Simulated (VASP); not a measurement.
# Mg (Fm-3m) in VASP: notebook

The runs below take Mg through single point, with PBE0+D4, B3LYP, PBE, PBE+D3(BJ), PBE+D4.

All numbers are computed with VASP 6.6.1; they aren't measurements. Logs are shortened: lines on timing, memory, paths and dates and some standing lists are left out, and cuts for length are marked.

**1. The cell of the first run**

The structure is cubic, space group Fm-3m (No. 225). The conventional cell has a = 4.489 Å, b = 4.489 Å, c = 4.489 Å, α = 90.00°, β = 90.00°, γ = 90.00°. Mg (site symmetry m-3m) has 12 Mg at 3.17 Å within 4.2 Å.

This isn't the form of Mg at room conditions, which is hcp.

**2. Single point, PBE0+D4**

File POSCAR:

```
Mg
1.0
    0.0000000000      2.2442560000      2.2442560000
    2.2442560000      0.0000000000      2.2442560000
    2.2442560000      2.2442560000      0.0000000000
Mg
1
Direct
    0.0000000000      0.0000000000      0.0000000000
```

File INCAR.step1:

```
SYSTEM = Mg
PREC = Accurate
ENCUT = 520
EDIFF = 1E-5
ISMEAR = 0
SIGMA = 0.025
LREAL = .False.
LASPH = .True.
NELM = 120
ALGO = Normal
ISIF = 2
LWAVE = .True.
LCHARG = .False.
NBANDS = 7
GGA = PE
GGA_COMPAT = .False.
```

File INCAR.step2:

```
SYSTEM = Mg
PREC = Accurate
ENCUT = 520
EDIFF = 1E-6
ISMEAR = 0
SIGMA = 0.025
LREAL = .False.
LASPH = .True.
NELM = 120
ALGO = Normal
ISIF = 2
LWAVE = .False.
LCHARG = .False.
GGA = PE
LHFCALC = .True.
AEXX = 0.25
PRECFOCK = Normal
IVDW = 13
NBANDS = 7
ISTART = 1
GGA_COMPAT = .False.
```

File KPOINTS:

```
regular mesh
0
Gamma
  7 7 7
  0 0 0
```

Potentials or basis: VASP PAW PBE potentials, release 64 (Mg).

Run with:

```
$ cat potpaw_PBE.64/Mg/POTCAR > POTCAR
$ cp INCAR.step1 INCAR
$ mpirun -np 1 vasp_std > vasp.out
$ cp INCAR.step2 INCAR
$ mpirun -np 1 vasp_std > vasp.out
```

OUTCAR:

```text
SYSTEM = Mg
   PREC = Accurate
   ENCUT = 520
   EDIFF = 1E-6
   ISMEAR = 0
   LREAL = .False.
   LASPH = .True.
   NELM = 120
   ISIF = 2
   GGA = PE
   LHFCALC = .True.
   AEXX = 0.25
   PRECFOCK = Normal
   IVDW = 13
   ISTART = 1

 ion  position               nearest neighbor table
   1  0.000  0.000  0.000-

  LATTYP: Found a face centered cubic cell.
 ALAT       =     4.4885120000

  Lattice vectors:

 A1 = (   0.0000000000,   2.2442560000,   2.2442560000)
 A2 = (   2.2442560000,   0.0000000000,   2.2442560000)
 A3 = (   2.2442560000,   2.2442560000,   0.0000000000)

Analysis of symmetry for initial positions (statically):
=====================================================================
 Subroutine PRICEL returns:
 Original cell was already a primitive cell.

 Routine SETGRP: Setting up the symmetry group for a
 face centered cubic supercell.

 Subroutine GETGRP returns: Found 48 space group operations
 (whereof 48 operations were pure point group operations)
 out of a pool of 48 trial point group operations.

The static configuration has the point symmetry O_h .

Analysis of symmetry for dynamics (positions and initial velocities):
=====================================================================
 Subroutine PRICEL returns:
 Original cell was already a primitive cell.

 Routine SETGRP: Setting up the symmetry group for a
 face centered cubic supercell.

 Subroutine GETGRP returns: Found 48 space group operations
 (whereof 48 operations were pure point group operations)
 out of a pool of 48 trial point group operations.

The dynamic configuration has the point symmetry O_h .

 Subroutine INISYM returns: Found 48 space group operations
 (whereof 48 operations are pure point group operations),
 and found     1 'primitive' translations

----------------------------------------------------------------------------------------

                                     Primitive cell

  volume of cell :      22.6072

  direct lattice vectors                    reciprocal lattice vectors
     0.000000000  2.244256000  2.244256000    -0.222790983  0.222790983  0.222790983
     2.244256000  0.000000000  2.244256000     0.222790983 -0.222790983  0.222790983
     2.244256000  2.244256000  0.000000000     0.222790983  0.222790983 -0.222790983

  length of vectors
     3.173857273  3.173857273  3.173857273     0.385885302  0.385885302  0.385885302

  position of ions in fractional coordinates (direct lattice)
     0.000000000  0.000000000  0.000000000

  ion indices of the primitive-cell ions
   primitive index   ion index
                 1           1

----------------------------------------------------------------------------------------

 KPOINTS: regular mesh

Automatic generation of k-mesh.
 Grid dimensions read from file:
 generate k-points for:    7    7    7

 Generating k-lattice:

  Cartesian coordinates                     Fractional coordinates (reciprocal lattice)
    -0.031827283  0.031827283  0.031827283     0.142857143  0.000000000  0.000000000
     0.031827283 -0.031827283  0.031827283     0.000000000  0.142857143  0.000000000
     0.031827283  0.031827283 -0.031827283     0.000000000  0.000000000  0.142857143

  Length of vectors
     0.055126472  0.055126472  0.055126472

  Shift w.r.t. Gamma in fractional coordinates (k-lattice)
     0.000000000  0.000000000  0.000000000

 Subroutine IBZKPT returns following result:
 ===========================================

 Found     20 irreducible k-points:

 Following reciprocal coordinates:
            Coordinates               Weight
  0.000000  0.000000  0.000000      1.000000
  0.142857  0.000000  0.000000      8.000000
  0.285714  0.000000  0.000000      8.000000
  0.428571  0.000000  0.000000      8.000000
  0.142857  0.142857  0.000000      6.000000
  0.285714  0.142857  0.000000     24.000000
[... 12 lines left out ...]
 -0.428571  0.428571  0.142857     24.000000
 -0.285714  0.428571  0.142857     24.000000
   k-points           NKPTS =     20   k-points in BZ     NKDIM =    343   number of bands    NBANDS=      7
   number of dos      NEDOS =    301   number of ions     NIONS =      1
   total plane-waves  NPLWV =  13824
   dimension x,y,z NGX =    24 NGY =   24 NGZ =   24
   dimension x,y,z NGXF=    48 NGYF=   48 NGZF=   48
   ions per type =               1
   NGX,Y,Z   is equivalent  to a cutoff of  12.57, 12.57, 12.57 a.u.
   NGXF,Y,Z  is equivalent  to a cutoff of  25.14, 25.14, 25.14 a.u.
 SYSTEM =  Mg
   PREC   = accura    normal or accurate (medium, high low for compatibility)
   ISTART =      1    job   : 0-new  1-cont  2-samecut
   ICHARG =      0    charge: 1-file 2-atom 10-const
   ISPIN  =      1    spin polarized calculation?
   LNONCOLLINEAR =      F non collinear calculations
   LSORBIT =      F    spin-orbit coupling
   LASPH  =      T    aspherical Exc in radial PAW
   ENCUT  =  520.0 eV  38.22 Ry    6.18 a.u.   5.90  5.90  5.90*2*pi/ulx,y,z
[... 60 lines left out ...]
 cond. band min:       3.1071180047   @ k =   0.4286   0.0000   0.0000
 fundamental gap:      0.7196017063
 Fermi energy:         2.5618355401

 k-point     1 :       0.0000    0.0000    0.0000
  band No.  band energies     occupation
      1      -5.8504      2.00000
      2      16.3893      0.00000
      3      16.3893      0.00000
      4      16.3893      0.00000
      5      18.4732      0.00000
      6      18.4732      0.00000
      7      18.4732      0.00000

 k-point     2 :       0.1429    0.0000    0.0000
  band No.  band energies     occupation
      1      -5.3249      2.00000
      2      12.1989      0.00000
      3      15.6913      0.00000
      4      15.6913      0.00000
      5      18.0451      0.00000
      6      19.9488      0.00000
      7      19.9488      0.00000

 k-point     3 :       0.2857    0.0000    0.0000
  band No.  band energies     occupation
      1      -3.7492      2.00000
      2       7.4621      0.00000
      3      15.1166      0.00000
      4      15.1166      0.00000
      5      17.4555      0.00000
      6      18.0568      0.00000
      7      18.0568      0.00000

 k-point     4 :       0.4286    0.0000    0.0000
  band No.  band energies     occupation
      1      -1.1120      2.00000
      2       3.1071      0.00000
      3      15.1462      0.00000
      4      15.1462      0.00000
      5      16.4880      0.00000
      6      16.4880      0.00000
      7      17.4293      0.00000

 k-point     5 :       0.1429    0.1429    0.0000
  band No.  band energies     occupation
      1      -5.1504      2.00000
      2      13.6650      0.00000
      3      14.0575      0.00000
      4      14.0575      0.00000
      5      16.5123      0.00000
      6      17.9027      0.00000
      7      21.7988      0.00000

 k-point     6 :       0.2857    0.1429    0.0000
  band No.  band energies     occupation
      1      -3.9270      2.00000
      2       9.3309      0.00000
      3      13.1565      0.00000
      4      13.8032      0.00000
      5      14.9567      0.00000
      6      18.2416      0.00000
      7      21.5123      0.00000

 k-point     7 :       0.4286    0.1429    0.0000
  band No.  band energies     occupation
      1      -1.6524      2.00000
      2       4.9394      0.00000
      3      12.3112      0.00000
      4      13.0307      0.00000
      5      14.4435      0.00000
      6      19.6578      0.00000
      7      21.1777      0.00000
[... 81 lines left out ...]
 k-point    16 :      -0.4286    0.4286    0.0000
  band No.  band energies     occupation
      1       2.3875      2.00000
      2       4.2320      0.00000
      3       7.0265      0.00000
      4      11.0448      0.00000
      5      11.9217      0.00000
      6      16.1712      0.00000
      7      26.4571      0.00000

 k-point    17 :       0.4286    0.2857    0.1429
  band No.  band energies     occupation
      1      -2.3531      2.00000
      2       8.0361      0.00000
      3       9.4153      0.00000
      4      12.0752      0.00000
      5      16.2068      0.00000
      6      18.1858      0.00000
      7      19.9960      0.00000

 k-point    18 :      -0.4286    0.2857    0.1429
  band No.  band energies     occupation
      1       0.2982      2.00000
      2       4.4055      0.00000
      3       8.8660      0.00000
      4      10.3637      0.00000
      5      17.1378      0.00000
      6      18.2017      0.00000
      7      21.2437      0.00000

 k-point    19 :      -0.4286    0.4286    0.1429
  band No.  band energies     occupation
      1       1.1150      2.00000
      2       6.3241      0.00000
      3       6.8315      0.00000
      4       8.6708      0.00000
      5      15.1119      0.00000
      6      17.1880      0.00000
      7      22.6036      0.00000

 k-point    20 :      -0.2857    0.4286    0.1429
  band No.  band energies     occupation
      1       4.8560      0.00000
      2       5.4611      0.00000
      3       6.6687      0.00000
      4       9.4010      0.00000
      5      16.9955      0.00000
      6      20.9280      0.00000
      7      21.0911      0.00000

------------------------ aborting loop because EDIFF is reached ----------------------------------------

  DFT-D4 for vdW energy calculation

  Edisp (eV):   -0.07295

  FORCE on cell =-STRESS in cart. coord.  units (eV):
  Direction    XX          YY          ZZ          XY          YZ          ZX
  --------------------------------------------------------------------------------------
  -------------------------------------------------------------------------------------
  Total      -0.00747    -0.00747    -0.00747    -0.00000    -0.00000     0.00000
  in kB      -0.52925    -0.52925    -0.52925    -0.00000    -0.00000     0.00000
  external pressure =       -0.53 kB  Pullay stress =        0.00 kB

 VOLUME and BASIS-vectors are now :
 -----------------------------------------------------------------------------
  energy-cutoff  :      520.00
  volume of cell :       22.61
      direct lattice vectors                 reciprocal lattice vectors
     0.000000000  2.244256000  2.244256000    -0.222790983  0.222790983  0.222790983
     2.244256000  0.000000000  2.244256000     0.222790983 -0.222790983  0.222790983
     2.244256000  2.244256000  0.000000000     0.222790983  0.222790983 -0.222790983

 POSITION                                       TOTAL-FORCE (eV/Angst)
 -----------------------------------------------------------------------------------
      0.00000      0.00000      0.00000         0.000000      0.000000      0.000000
 -----------------------------------------------------------------------------------
    total drift:                               -0.000000      0.000000     -0.000000

  FREE ENERGIE OF THE ION-ELECTRON SYSTEM (eV)
  ---------------------------------------------------
  free  energy   TOTEN  =        -1.6318222100 eV

  energy  without entropy=       -1.6318222100  energy(sigma->0) =       -1.63182221
```

Wall time 48 s (1 thread of Intel Xeon 6975P-C (Granite Rapids), shared host); peak memory 0.15 GiB.

Results:

```yaml
Free_energy: -1.6318 eV
Pressure: -0.1 GPa
Band_gap_on_the_k_mesh: zero (bands 1 and 2 overlap by 3.02 eV)
Dispersion_energy_per_atom: -0.073 eV
```

Caveat: the PAW data sets were made with another functional, which shifts forces and pressure a little.

**3. Single point, B3LYP**

POSCAR is that of step 2.

File INCAR.step1:

```
SYSTEM = Mg
PREC = Accurate
ENCUT = 520
EDIFF = 1E-5
ISMEAR = -1
SIGMA = 0.1
LREAL = .False.
LASPH = .True.
NELM = 120
ALGO = Normal
ISIF = 2
LWAVE = .True.
LCHARG = .False.
GGA = PE
NBANDS = 7
GGA_COMPAT = .False.
```

File INCAR.step2:

```
SYSTEM = Mg
PREC = Accurate
ENCUT = 520
EDIFF = 1E-6
ISMEAR = -1
SIGMA = 0.1
LREAL = .False.
LASPH = .True.
NELM = 120
ALGO = Normal
ISIF = 2
LWAVE = .False.
LCHARG = .False.
GGA = B3
LHFCALC = .True.
AEXX = 0.2
AGGAX = 0.72
AGGAC = 0.81
ALDAC = 0.19
PRECFOCK = Normal
ISTART = 1
NBANDS = 7
GGA_COMPAT = .False.
```

File KPOINTS:

```
Automatic mesh
0
Gamma
  7 7 7
  0 0 0
```

Potentials or basis: VASP PAW PBE potentials, release 64 (Mg).

Run with:

```
$ cat potpaw_PBE.64/Mg/POTCAR > POTCAR
$ cp INCAR.step1 INCAR
$ mpirun -np 1 vasp_std > vasp.out
$ cp INCAR.step2 INCAR
$ mpirun -np 1 vasp_std > vasp.out
```

Run time: 100 s. Hardware: 1 thread of Intel Xeon 6975P-C (Granite Rapids), shared host; peak memory 0.14 GiB.

The run converged. Its results:

```
Free energy            : -0.8832 eV
Pressure               : 1.0 GPa
Band gap on the k mesh : zero (bands 1 and 2 overlap by 1.73 eV)
```

Levels at points of the mesh, in eV from the Fermi level:
| k point | band 1 | band 2 | band 3 | band 4 | band 5 | band 6 |
| --- | --- | --- | --- | --- | --- | --- |
| (0.00, 0.00, 0.00) | -8.30 | 13.32 | 13.32 | 13.32 | 15.31 | 15.31 |

Caveat: the PAW data sets were made with another functional, which shifts forces and pressure a little.

**4. Single point, PBE**

This run uses another cell than the first one, of 23.09 Å³/atom.

File INCAR:

```
ALGO = Normal
EDIFF = 1E-6
ENCUT = 520
GGA = PE
ISIF = 2
ISMEAR = -1
LASPH = True
LCHARG = False
LREAL = False
LWAVE = False
NBANDS = 7
NELM = 80
PREC = Accurate
SIGMA = 0.05
```

File KPOINTS:

```
k-points
0
Gamma
  10 10 10
```

File POSCAR:

```
Mg
1.0
    0.0000000000      2.2600290684      2.2600290684
    2.2600290684      0.0000000000      2.2600290684
    2.2600290684      2.2600290684      0.0000000000
Mg
1
Direct
    0.0000000000      0.0000000000      0.0000000000
```

Run with:

```
$ cat potpaw_PBE.64/Mg/POTCAR > POTCAR
$ mpirun -np 1 vasp_std > vasp.out
```

Wall time 2.3 s (1 thread of Intel Xeon 6975P-C (Granite Rapids), shared host); peak memory 0.13 GiB.

Results (log left out):

- Free energy: -1.4964 eV
- Pressure: -0.1 GPa
- Band gap on the k mesh: zero (bands 1 and 2 overlap by 2.13 eV)

Levels at points of the mesh, in eV from the Fermi level:
```
           k point  band 1  band 2  band 3  band 4  band 5
(0.00, 0.00, 0.00)   -6.97   12.25   12.25   12.25   14.15
(0.50, 0.00, 0.00)   -1.77   -1.36   11.16   11.16   11.95
(0.50, 0.50, 0.00)   -0.29    0.72    6.01    6.84    6.84
```

**5. Single point, PBE+D3(BJ)**

This run uses another cell than the first one, of 21.84 Å³/atom.

File INCAR:

```
PREC = Accurate
ENCUT = 520
EDIFF = 1E-7
ISMEAR = -1
SIGMA = 0.05
LREAL = False
LASPH = True
NELM = 100
ALGO = Normal
ISIF = 2
LWAVE = False
LCHARG = False
GGA = PE
IVDW = 12
NBANDS = 7
```

File KPOINTS:

```
Automatic mesh
0
Gamma
  10 10 10
```

File POSCAR:

```
Mg
1.0
    0.0000000000      2.2186609540      2.2186609540
    2.2186609540      0.0000000000      2.2186609540
    2.2186609540      2.2186609540      0.0000000000
Mg
1
Direct
    0.0000000000      0.0000000000      0.0000000000
```

Run with:

```
$ cat potpaw_PBE.64/Mg/POTCAR > POTCAR
$ mpirun -np 1 vasp_std > vasp.out
```

Run time: 2.7 s. Hardware: 1 thread of Intel Xeon 6975P-C (Granite Rapids), shared host; peak memory 0.14 GiB.

Results (log left out):

- Free energy: -1.7869 eV
- Pressure: -0.1 GPa
- Band gap on the k mesh: zero (bands 1 and 2 overlap by 2.14 eV)
- Dispersion energy per atom: -0.298 eV

Levels at points of the mesh, in eV from the Fermi level:
| k point | band 1 | band 2 | band 3 | band 4 | band 5 |
| --- | --- | --- | --- | --- | --- |
| (0.00, 0.00, 0.00) | -7.21 | 12.60 | 12.60 | 12.60 | 14.80 |
| (0.50, 0.00, 0.00) | -1.86 | -1.36 | 11.46 | 11.46 | 12.52 |
| (0.50, 0.50, 0.00) | -0.31 | 0.75 | 6.11 | 7.14 | 7.14 |

**6. Single point, PBE+D4**

This run uses another cell than the first one, of 22.76 Å³/atom.

File INCAR:

```
SYSTEM = Mg
PREC     = Accurate       ! precision mode
ENCUT    = 520            ! plane-wave cutoff, eV
EDIFF    = 1E-6           ! SCF threshold, eV
ISMEAR   = -1             ! smearing method
SIGMA    = 0.05           ! smearing width, eV
LREAL    = .False.        ! projectors in reciprocal space
LASPH    = .True.         ! aspherical terms in the spheres
NELM     = 80             ! most SCF steps
ALGO     = Normal         ! electronic algorithm
ISIF     = 2              ! what is computed and relaxed
LWAVE    = .False.        ! write WAVECAR
LCHARG   = .True.         ! write CHGCAR
GGA      = PE             ! functional
IVDW     = 13             ! dispersion correction
LELF     = .True.         ! ELF
LVHAR    = .True.       
NBANDS   = 7              ! bands
```

File KPOINTS:

```
regular mesh
0
Gamma
  10 10 10
  0 0 0
```

File POSCAR:

```
Mg
1.0
    0.0000000000      2.2494426029      2.2494426029
    2.2494426029      0.0000000000      2.2494426029
    2.2494426029      2.2494426029      0.0000000000
Mg
1
Direct
    0.0000000000      0.0000000000      0.0000000000
```

Potentials or basis: VASP PAW PBE potentials, release 64 (Mg).

Run with:

```
$ cat potpaw_PBE.64/Mg/POTCAR > POTCAR
$ mpirun -np 1 vasp_std > vasp.out
```

It took 2.6 s on 1 thread of Intel Xeon 6975P-C (Granite Rapids), shared host; peak memory 0.13 GiB.

Results (log left out):

| Property | Result |
| --- | --- |
| Free energy | -1.5725 eV |
| Pressure | -0.1 GPa |
| Band gap on the k mesh | zero (bands 1 and 2 overlap by 2.13 eV) |
| Dispersion energy per atom | -0.076 eV |

Levels at points of the mesh, in eV from the Fermi level:
```tsv
k point	band 1	band 2	band 3	band 4	band 5
(0.00, 0.00, 0.00)	-7.03	12.34	12.34	12.34	14.31
(0.50, 0.00, 0.00)	-1.79	-1.36	11.24	11.24	12.10
(0.50, 0.50, 0.00)	-0.30	0.73	6.03	6.92	6.92
```

**7. Summary**

```csv
level,cell,k mesh,smearing,grid for exact exchange (PRECFOCK),share of exact exchange,gap on the mesh (eV),pressure (GPa)
PBE0+D4,"a = 3.174 Å, angles 60.0°, 1 atom",7 × 7 × 7,gaussian 0.025 eV,Normal,0.25,none,-0.1
B3LYP,"a = 3.174 Å, angles 60.0°, 1 atom",7 × 7 × 7,fermi-dirac 0.1 eV,Normal,0.2,none,1.0
PBE,"a = 3.196 Å, angles 60.0°, 1 atom",10 × 10 × 10,fermi-dirac 0.05 eV,-,-,none,-0.1
PBE+D3(BJ),"a = 3.138 Å, angles 60.0°, 1 atom",10 × 10 × 10,fermi-dirac 0.05 eV,-,-,none,-0.1
PBE+D4,"a = 3.181 Å, angles 60.0°, 1 atom",10 × 10 × 10,fermi-dirac 0.05 eV,-,-,none,-0.1
```

Alike in all rows: task single point; potentials or basis VASP PAW PBE potentials, release 64 (Mg); no spin polarisation; cutoff (eV) 520.

Caveats: the PAW data sets were made with another functional, which shifts forces and pressure a little (at least some runs).

Absolute energies hang on the potentials; compare differences alone.
